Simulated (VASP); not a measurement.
# Si2Ni (Fm-3m) in VASP: notebook, part 2 of 2

VASP 6.6.1. The steps go on from the part before.

**4. Relaxation of cell and atoms, PBEsol, target pressure 25 GPa, at which the enthalpy is minimised**

This run uses another cell than the first one, of 11.52 Å³/atom.

The input, INCAR:

```
PREC = Accurate
ENCUT = 600
EDIFF = 1E-6
ISMEAR = 0
SIGMA = 0.1
LREAL = F
LASPH = T
NELM = 100
ALGO = Normal
ISIF = 3
LWAVE = F
LCHARG = F
GGA = PS
IBRION = 2
NSW = 70
EDIFFG = -0.008
PSTRESS = 250.0
```

The input, KPOINTS:

```
Automatic mesh
0
Gamma
  14 14 14
```

The input, POSCAR:

```
Si2Ni
1.0
    0.0000000000      2.5851881016      2.5851881016
    2.5851881016      0.0000000000      2.5851881016
    2.5851881016      2.5851881016      0.0000000000
Si Ni
2 1
Direct
    0.2500000000      0.2500000000      0.2500000000
    0.7500000000      0.7500000000      0.7500000000
    0.0000000000      0.0000000000      0.0000000000
```

Potentials or basis: VASP PAW PBE potentials, release 64 (Si, Ni).

Started as:

```
$ cat potpaw_PBE.64/Si/POTCAR potpaw_PBE.64/Ni/POTCAR > POTCAR
$ mpirun -np 1 vasp_std > vasp.out
```

OUTCAR:

```text
PREC = Accurate
   ENCUT = 600
   EDIFF = 1E-6
   ISMEAR = 0
   LREAL = F
   LASPH = T
   NELM = 100
   ISIF = 3
   GGA = PS
   IBRION = 2
   NSW = 70
   EDIFFG = -0.008
   PSTRESS = 250.0

 ion  position               nearest neighbor table
   1  0.250  0.250  0.250-   3 2.24   3 2.24   3 2.24   3 2.24   2 2.59   2 2.59   2 2.59   2 2.59
                             2 2.59   2 2.59
   2  0.750  0.750  0.750-   3 2.24   3 2.24   3 2.24   3 2.24   1 2.59   1 2.59   1 2.59   1 2.59
                             1 2.59   1 2.59
   3  0.000  0.000  0.000-   2 2.24   2 2.24   2 2.24   1 2.24   2 2.24   1 2.24   1 2.24   1 2.24

  LATTYP: Found a face centered cubic cell.
 ALAT       =     5.1703762032

  Lattice vectors:

 A1 = (   0.0000000000,   2.5851881016,   2.5851881016)
 A2 = (   2.5851881016,   0.0000000000,   2.5851881016)
 A3 = (   2.5851881016,   2.5851881016,   0.0000000000)

[... 276 lines left out ...]
      2       6.2454      2.00000
      3       6.2454      2.00000
      4       6.2454      2.00000
      5       8.0661      2.00000
      6       8.0661      2.00000
      7      13.1735      0.00000
      8      14.2589      0.00000
      9      14.2589      0.00000
     10      14.2589      0.00000
     11      14.3610      0.00000
     12      14.3610      0.00000
     13      14.3610      0.00000
[... 354 lines left out ...]
  band No.  band energies     occupation
      1      -1.5603      2.00000
      2       4.8724      2.00000
      3       6.4433      2.00000
      4       6.4751      2.00000
      5       7.4837      2.00000
      6       8.2324      2.00000
      7       9.4560      2.00000
      8      10.7009      2.00000
      9      11.4963      2.00000
     10      13.0283      0.00000
     11      15.1720      0.00000
     12      16.5346      0.00000
     13      16.6915      0.00000

 [... further k-points ...]

------------------------ aborting loop because EDIFF is reached ----------------------------------------

  FORCE on cell =-STRESS in cart. coord.  units (eV):
  Direction    XX          YY          ZZ          XY          YZ          ZX
  --------------------------------------------------------------------------------------
  -------------------------------------------------------------------------------------
  Total        5.4314382      5.4314382      5.4314382     -0.0000000     -0.0000000      0.0000000
  in kB      250.3751042    250.3751042    250.3751042     -0.0000000     -0.0000000      0.0000000
  external PRESSURE =       0.3751042 kB  Pullay stress =     250.0000000 kB
[... 22 lines left out ...]
  energy  without entropy=      -18.6694005740  energy(sigma->0) =      -18.67150254

  enthalpy is  TOTEN    =       -13.2503035373 eV   P V=        5.4233009647

 reached required accuracy - stopping structural energy minimisation
```

OSZICAR:

```text
N       E                     dE             d eps       ncg     rms          rms(c)
DAV:   1     0.802118745538E+02    0.80212E+02   -0.89688E+03  2712   0.165E+03
DAV:   2    -0.159611876585E+02   -0.96173E+02   -0.90417E+02  2764   0.279E+02
[... 23 lines left out ...]
DAV:   1    -0.187005787702E+02    0.24210E-01   -0.24534E-01  3114   0.114E+01    0.156E+00
DAV:   2    -0.187411538864E+02   -0.40575E-01   -0.54316E-01  3265   0.202E+01    0.215E+00
DAV:   3    -0.186741294545E+02    0.67024E-01   -0.22430E-01  3253   0.137E+01    0.224E-01
DAV:   4    -0.186738067214E+02    0.32273E-03   -0.61012E-03  2974   0.568E-01    0.126E-01
DAV:   5    -0.186736055951E+02    0.20113E-03   -0.38260E-04  3609   0.530E-01    0.334E-02
DAV:   6    -0.186736041693E+02    0.14258E-05   -0.65532E-05  4234   0.145E-01    0.914E-03
DAV:   7    -0.186736045020E+02   -0.33262E-06   -0.61879E-06  3149   0.359E-02
   3 F= -.13250304E+02 E0= -.13248202E+02  d E =-.977127E-03
```

CONTCAR:

```text
Si2Ni
   1.00000000000000
    -0.0000000000000000    2.5902087218046601    2.5902087218046601
     2.5902087218046601    0.0000000000000000    2.5902087218046601
     2.5902087218046601    2.5902087218046601    0.0000000000000000
  Si              Ni
     2     1
Direct
     0.2500000000000000    0.2500000000000000    0.2500000000000000
     0.7500000000000000    0.7500000000000000    0.7500000000000000
     0.0000000000000000    0.0000000000000000    0.0000000000000000

  0.00000000E+00  0.00000000E+00  0.00000000E+00
  0.00000000E+00  0.00000000E+00  0.00000000E+00
  0.00000000E+00  0.00000000E+00  0.00000000E+00
```

Wall time 55 s (1 thread of Intel Xeon 6975P-C (Granite Rapids), shared host); peak memory 0.22 GiB.

Results:

```
Free energy                                                : -18.6736 eV
Relaxed volume                                             : 11.59 Å³/atom
Relaxed cell                                               : a = 3.663 Å, b = 3.663 Å, c = 3.663 Å, α = 60.00°, β = 60.00°, γ = 60.00°
Space group after relaxing (to 0.1 Å)                      : Fm-3m (No. 225)
Energy change on relaxing (the run minimises the enthalpy) : -10.8 meV/atom
Ionic steps                                                : 3
Pressure after relaxing                                    : 25.0 GPa
Band gap on the k mesh                                     : zero (bands 9 and 10 overlap by 2.12 eV)
```

Step by step:
```
step  energy change (eV)  largest force (eV/Å)  pressure (GPa)  volume (Å³)
   1              0.0000                0.0000           26.52        34.55
   2             -0.0836                0.0000           22.35        35.10
   3             -0.0325                0.0000           25.04        34.76
```

Final structure:
```
CELL_PARAMETERS angstrom
0.00000 2.59021 2.59021
2.59021 0.00000 2.59021
2.59021 2.59021 0.00000
ATOMIC_POSITIONS crystal
Si 0.25000 0.25000 0.25000
Si 0.75000 0.75000 0.75000
Ni 0.00000 0.00000 0.00000
```

Levels at points of the mesh, in eV from the Fermi level:
```tsv
k point	band 6	band 7	band 8	band 9	band 10	band 11	band 12	band 13
(0.00, 0.00, 0.00)	-4.45	0.66	1.75	1.75	1.75	1.85	1.85	1.85
(0.50, 0.00, 0.00)	-4.21	-4.21	-1.93	-1.93	1.71	1.71	1.78	3.26
(0.50, 0.50, 0.00)	-4.50	-4.50	-4.31	-3.94	-0.38	0.91	7.53	9.24
```

Caveat: the cell is relaxed towards a set pressure, so the run minimises the enthalpy, not the energy; the PAW data sets were made with another functional, which shifts forces and pressure a little. Spin polarisation is off, so any magnetic state and its effect on volume and gap are missing.

**5. Relaxation of cell and atoms, PBEsol, target pressure 12 GPa, at which the enthalpy is minimised**

This run uses another cell than the first one, of 12.21 Å³/atom.

The input, INCAR:

```
SYSTEM = Si2Ni
PREC = Accurate ; ENCUT = 600
EDIFF = 1E-6 ; ISMEAR = 0
SIGMA = 0.1 ; LREAL = .False.
LASPH = .True. ; NELM = 100
ALGO = Normal ; ISIF = 3
LWAVE = .False. ; LCHARG = .False.
GGA = PS ; IBRION = 2
NSW = 70 ; EDIFFG = -0.008
PSTRESS = 120.0
```

The input, KPOINTS:

```
Automatic mesh
0
Gamma
  14 14 14
  0 0 0
```

The input, POSCAR:

```
Si2Ni
1.0
    0.0000000000      2.6361563945      2.6361563945
    2.6361563945      0.0000000000      2.6361563945
    2.6361563945      2.6361563945      0.0000000000
Si Ni
2 1
Direct
    0.2500000000      0.2500000000      0.2500000000
    0.7500000000      0.7500000000      0.7500000000
    0.0000000000      0.0000000000      0.0000000000
```

Started as:

```
$ cat potpaw_PBE.64/Si/POTCAR potpaw_PBE.64/Ni/POTCAR > POTCAR
$ mpirun -np 1 vasp_std > vasp.out
```

It took 49 s on 1 thread of Intel Xeon 6975P-C (Granite Rapids), shared host; peak memory 0.22 GiB.

Results (log left out):

| Item | Value |
| --- | --- |
| Free energy | -18.8948 eV |
| Relaxed volume | 12.23 Å³/atom |
| Relaxed cell | a = 3.730 Å, b = 3.730 Å, c = 3.730 Å, α = 60.00°, β = 60.00°, γ = 60.00° |
| Space group after relaxing (to 0.1 Å) | Fm-3m (No. 225) |
| Energy change on relaxing (the run minimises the enthalpy) | -1.6 meV/atom |
| Ionic steps | 3 |
| Pressure after relaxing | 12.0 GPa |
| Band gap on the k mesh | zero (bands 9 and 10 overlap by 2.13 eV) |

The path:
| step | energy change (eV) | largest force (eV/Å) | pressure (GPa) | volume (Å³) |
| --- | --- | --- | --- | --- |
| 1 | 0.0000 | 0.0000 | 12.24 | 36.64 |
| 2 | -0.0074 | 0.0000 | 11.74 | 36.74 |
| 3 | -0.0049 | 0.0000 | 12.00 | 36.70 |

Final structure:
```
Si Ni
1.0
     0.00000    2.63771    2.63771
     2.63771    0.00000    2.63771
     2.63771    2.63771    0.00000
Si Ni
2 1
Direct
  0.25000 0.25000 0.25000
  0.75000 0.75000 0.75000
  0.00000 0.00000 0.00000
```

Levels at points of the mesh, in eV from the Fermi level:
```csv
k point,band 6,band 7,band 8,band 9,band 10,band 11,band 12,band 13
"(0.00, 0.00, 0.00)",-4.04,0.24,1.72,1.72,1.72,2.02,2.02,2.02
"(0.50, 0.00, 0.00)",-3.83,-3.83,-1.73,-1.73,1.75,1.75,1.76,2.96
"(0.50, 0.50, 0.00)",-4.12,-4.12,-3.94,-3.58,-0.41,1.09,7.63,8.82
```

Caveat: the cell is relaxed towards a set pressure, so the run minimises the enthalpy, not the energy; the PAW data sets were made with another functional, which shifts forces and pressure a little.

**6. The runs side by side**

```csv
cell,gap on the mesh (eV),pressure (GPa)
"relaxed to 90 GPa from a = 3.474 Å, angles 60.0°, 3 atoms",none,90.0
"relaxed to 50 GPa from a = 3.566 Å, angles 60.0°, 3 atoms",none,50.0
"relaxed to 25 GPa from a = 3.656 Å, angles 60.0°, 3 atoms",none,25.0
"relaxed to 12 GPa from a = 3.728 Å, angles 60.0°, 3 atoms",none,12.0
```

Alike in all rows: task relaxation of cell and atoms; level PBEsol; potentials or basis VASP PAW PBE potentials, release 64 (Si, Ni); no spin polarisation; k mesh 14 × 14 × 14; cutoff (eV) 600; smearing gaussian 0.1 eV.

Caveats: the cell is relaxed towards a set pressure, so the run minimises the enthalpy, not the energy; the PAW data sets were made with another functional, which shifts forces and pressure a little.

Total energies depend on the potentials used, so only differences within one code and one set of settings carry meaning.
